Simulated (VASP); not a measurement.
# TiAl (P1) in VASP: further runs, part 2 of 2

VASP 6.6.1.

## 4. Single point, LDA

The input, INCAR:

```
ALGO = Normal ; EDIFF = 1E-7
ENCUT = 520 ; ISIF = 2
ISMEAR = -1 ; LASPH = T
LCHARG = T ; LELF = T
LREAL = F ; LVHAR = T
LWAVE = F ; NBANDS = 14
NELM = 80 ; PREC = Accurate
SIGMA = 0.01
```

The input, KPOINTS:

```
k-points
0
Gamma
  7 7 7
```

The input, POSCAR:

```
TiAl
1.0
    3.0180000000      0.0000000000      0.0000000000
    0.0000000000      3.0180000000      0.0000000000
    0.0000000000      0.0000000000      3.0180000000
Ti Al
1 1
Direct
    0.5351100000      0.5297500000      0.5573469052
    0.9777300000      0.0191900000      0.9644800000
```

Potentials or basis: VASP PAW LDA potentials, release 64 (Ti_sv, Al).

Run with:

```
$ cat potpaw_LDA.64/Ti_sv/POTCAR potpaw_LDA.64/Al/POTCAR > POTCAR
$ mpirun -np 1 vasp_std > vasp.out
```

OUTCAR:

```text
EDIFF = 1E-7
   ENCUT = 520
   ISIF = 2
   ISMEAR = -1
   LASPH = T
   LREAL = F
   NELM = 80
   PREC = Accurate

 ion  position               nearest neighbor table
   1  0.535  0.530  0.557-   2 2.34   2 2.38   2 2.55   2 2.59   2 2.68   2 2.71   2 2.87   2 2.90

   2  0.978  0.019  0.964-   1 2.34   1 2.38   1 2.55   1 2.59   1 2.68   1 2.71   1 2.87   1 2.90

  LATTYP: Found a simple cubic cell.
 ALAT       =     3.0180000000

  Lattice vectors:

 A1 = (   3.0180000000,   0.0000000000,   0.0000000000)
 A2 = (   0.0000000000,   3.0180000000,   0.0000000000)
 A3 = (   0.0000000000,   0.0000000000,   3.0180000000)

Analysis of symmetry for initial positions (statically):
=====================================================================
 Subroutine PRICEL returns:
 Original cell was already a primitive cell.

 Routine SETGRP: Setting up the symmetry group for a
 simple cubic supercell.

 Subroutine GETGRP returns: Found  1 space group operations
 (whereof  1 operations were pure point group operations)
 out of a pool of 48 trial point group operations.

The static configuration has the point symmetry C_1 .

Analysis of symmetry for dynamics (positions and initial velocities):
=====================================================================
 Subroutine PRICEL returns:
 Original cell was already a primitive cell.

 Routine SETGRP: Setting up the symmetry group for a
 simple cubic supercell.

 Subroutine GETGRP returns: Found  1 space group operations
 (whereof  1 operations were pure point group operations)
 out of a pool of 48 trial point group operations.

The dynamic configuration has the point symmetry C_1 .

 Subroutine INISYM returns: Found  1 space group operations
 (whereof  1 operations are pure point group operations),
 and found     1 'primitive' translations

----------------------------------------------------------------------------------------

                                     Primitive cell

  volume of cell :      27.4889

  direct lattice vectors                    reciprocal lattice vectors
     3.018000000  0.000000000  0.000000000     0.331345262  0.000000000  0.000000000
     0.000000000  3.018000000  0.000000000     0.000000000  0.331345262  0.000000000
     0.000000000  0.000000000  3.018000000     0.000000000  0.000000000  0.331345262

  length of vectors
     3.018000000  3.018000000  3.018000000     0.331345262  0.331345262  0.331345262

  position of ions in fractional coordinates (direct lattice)
     0.535110000  0.529750000  0.557346905
     0.977730000  0.019190000  0.964480000

  ion indices of the primitive-cell ions
   primitive index   ion index
                 1           1
                 2           2

----------------------------------------------------------------------------------------

 KPOINTS: k-points

Automatic generation of k-mesh.
 Grid dimensions read from file:
 generate k-points for:    7    7    7

 Generating k-lattice:

  Cartesian coordinates                     Fractional coordinates (reciprocal lattice)
     0.047335037  0.000000000  0.000000000     0.142857143  0.000000000  0.000000000
     0.000000000  0.047335037  0.000000000     0.000000000  0.142857143  0.000000000
     0.000000000  0.000000000  0.047335037     0.000000000  0.000000000  0.142857143

  Length of vectors
     0.047335037  0.047335037  0.047335037

  Shift w.r.t. Gamma in fractional coordinates (k-lattice)
     0.000000000  0.000000000  0.000000000

 Subroutine IBZKPT returns following result:
 ===========================================

 Found    172 irreducible k-points:

 Following reciprocal coordinates:
            Coordinates               Weight
  0.000000  0.000000  0.000000      1.000000
  0.142857  0.000000  0.000000      2.000000
  0.000000  0.142857  0.000000      2.000000
  0.000000  0.000000  0.142857      2.000000
  0.285714  0.000000  0.000000      2.000000
  0.000000  0.285714  0.000000      2.000000
[... 16 lines left out ...]
  0.000000 -0.285714  0.142857      2.000000
 -0.142857  0.000000  0.285714      2.000000
 [... further k-points ...]
   k-points           NKPTS =    172   k-points in BZ     NKDIM =    172   number of bands    NBANDS=     14
   number of dos      NEDOS =    301   number of ions     NIONS =      2
   total plane-waves  NPLWV =  13824
   dimension x,y,z NGX =    24 NGY =   24 NGZ =   24
   dimension x,y,z NGXF=    48 NGYF=   48 NGZF=   48
   ions per type =               1   1
   NGX,Y,Z   is equivalent  to a cutoff of  13.22, 13.22, 13.22 a.u.
   NGXF,Y,Z  is equivalent  to a cutoff of  26.44, 26.44, 26.44 a.u.
 SYSTEM =  unknown system
   PREC   = accura    normal or accurate (medium, high low for compatibility)
   ISTART =      0    job   : 0-new  1-cont  2-samecut
   ICHARG =      2    charge: 1-file 2-atom 10-const
   ISPIN  =      1    spin polarized calculation?
   LNONCOLLINEAR =      F non collinear calculations
   LSORBIT =      F    spin-orbit coupling
   LASPH  =      T    aspherical Exc in radial PAW
   ENCUT  =  520.0 eV  38.22 Ry    6.18 a.u.   5.61  5.61  5.61*2*pi/ulx,y,z
   NELM   =     80;   NELMIN=  2; NELMDL= -5     # of ELM steps
   EDIFF  = 0.1E-06   stopping-criterion for ELM
   LREAL  =      F    real-space projection
   EDIFFG = 0.1E-05   stopping-criterion for IOM
   NSW    =      0    number of steps for IOM
   IBRION =     -1    ionic relax: 0-MD 1-quasi-New 2-CG
   NFREE  =      0    steps in history (QN), initial steepest desc. (CG)
   ISIF   =      2    stress and relaxation
   ISYM   =      2    0-nonsym 1-usesym 2-fastsym
   POTIM  = 0.5000    time-step for ionic-motion
   TEBEG  =    0.0;   TEEND  =   0.0 temperature during run
   PSTRESS=    0.0 pullay stress
   NELECT =      15.0000    total number of electrons
   NUPDOWN=      -1.0000    fix difference up-down
   EMIN   =  10.00;   EMAX   =-10.00  energy-range for DOS
   EFERMI =   0.00;   METHOD = LEGACY
   ISMEAR =    -1;   SIGMA  =   0.01  broadening in eV -4-tet -1-fermi 0-gaus
   EFERMI_NEDOS =   21; number of points for ismear=-14 and -15
   IALGO  =     38    algorithm
   IMIX   =      4    mixing-type and parameters
     AMIX     =   0.40;   BMIX     =  1.00
     AMIX_MAG =   1.60;   BMIX_MAG =  1.00
  volume/ion in A,a.u.               =      13.74        92.75
  Fermi-wavevector in a.u.,A,eV,Ry     =   1.337784  2.528045 24.349887  1.789666
  Thomas-Fermi vector in A             =   2.466306
   LORBIT       =      0    0 simple, 1 ext, 2 COOP (PROOUT), +10 PAW based schemes
   GGA     = CA    functional components
   LHFCALC =     F    Hartree Fock is set to
   AEXX    =    0.0000 exact exchange contribution
   IVDW    =     0    specifies the selected vdW correction
   LEPSILON=     F    determine dielectric tensor
   LRPA    =     F    only Hartree local field effects (RPA)
 non-spin polarized calculation
  energy-cutoff  :      520.00
  volume of cell :       27.49
 maximum number of plane-waves:       747
   NGX = 11   NGY = 11   NGZ = 11

 number of electron      15.0000001 magnetization

 Free energy of the ion-electron system (eV)
  ---------------------------------------------------
  ext. energy  EPLUGINS =         0.00000000
  ---------------------------------------------------
  free energy    TOTEN  =       -12.63866079 eV

  energy without entropy =      -12.63824746  energy(sigma->0) =      -12.63845412

 E-fermi :  10.1921     XC(G=0): -11.9840

 val. band max:       10.1820479139   @ k =  -0.1429   0.0000   0.4286
 cond. band min:      10.2019653540   @ k =   0.2857   0.0000   0.2857
 fundamental gap:      0.0199174400
 Fermi energy:        10.1921182360

 k-point     1 :       0.0000    0.0000    0.0000
  band No.  band energies     occupation
      1     -45.6342      2.00000
      2     -22.2326      2.00000
      3     -22.2208      2.00000
      4     -22.1695      2.00000
      5       0.4413      2.00000
      6       8.2841      2.00000
      7       8.3484      2.00000
      8      12.1256      0.00000
      9      12.3316      0.00000
     10      12.3989      0.00000
     11      15.5846      0.00000
     12      15.6669      0.00000
     13      15.8957      0.00000
     14      20.1494      0.00000
[... 375 lines left out ...]
 k-point    24 :      -0.1429    0.0000    0.2857
  band No.  band energies     occupation
      1     -45.6090      2.00000
      2     -22.3732      2.00000
      3     -22.2473      2.00000
      4     -22.2057      2.00000
      5       2.1788      2.00000
      6       7.4750      2.00000
      7       8.7788      2.00000
      8      10.6080      0.00000
      9      11.0105      0.00000
     10      11.9604      0.00000
     11      13.9050      0.00000
     12      16.5258      0.00000
     13      18.5995      0.00000
     14      19.1336      0.00000

 [... further k-points ...]
[... 5 lines left out ...]
  --------------------------------------------------------------------------------------
  -------------------------------------------------------------------------------------
  Total        3.8718269      4.3720253      3.2908897      0.1429924      0.2069947      1.0500675
  in kB      225.6673928    254.8211939    191.8077750      8.3342350     12.0645798     61.2026330
  external PRESSURE =     224.0987872 kB  Pullay stress =       0.0000000 kB

 VOLUME and BASIS-vectors are now :
 -----------------------------------------------------------------------------
  energy-cutoff  :      520.00
  volume of cell :       27.49
      direct lattice vectors                 reciprocal lattice vectors
     3.018000000  0.000000000  0.000000000     0.331345262  0.000000000  0.000000000
     0.000000000  3.018000000  0.000000000     0.000000000  0.331345262  0.000000000
     0.000000000  0.000000000  3.018000000     0.000000000  0.000000000  0.331345262

 POSITION                                       TOTAL-FORCE (eV/Angst)
 -----------------------------------------------------------------------------------
      1.61496      1.59879      1.68207        -1.870454     -0.365198     -2.771099
      2.95079      0.05792      2.91080         1.870454      0.365198      2.771099
 -----------------------------------------------------------------------------------
    total drift:                                0.000321      0.000061      0.000526

  FREE ENERGIE OF THE ION-ELECTRON SYSTEM (eV)
  ---------------------------------------------------
  free  energy   TOTEN  =       -12.6386607875 eV

  energy  without entropy=      -12.6382474579  energy(sigma->0) =      -12.63845412
```

Wall time 50 s (1 thread of AMD EPYC 7R43 (Zen 3), shared host); peak memory 0.14 GiB.

What came out:

```
Free energy   : -12.6387 eV
Pressure      : 22.4 GPa
Largest force : 3.363 eV/Å
```

Forces in eV/Å, atoms in the order of the input:
```
Ti  -1.870 -0.365 -2.771
Al   1.870  0.365  2.771
```

Levels at points of the mesh, in eV from the Fermi level:
```tsv
k point	band 5	band 6	band 7	band 8	band 9	band 10
(0.00, 0.00, 0.00)	-9.75	-1.91	-1.84	1.93	2.14	2.21
```

Caveat: forces of over 1 eV/Å act on the atoms, so gaps and moduli don't describe the material at rest.
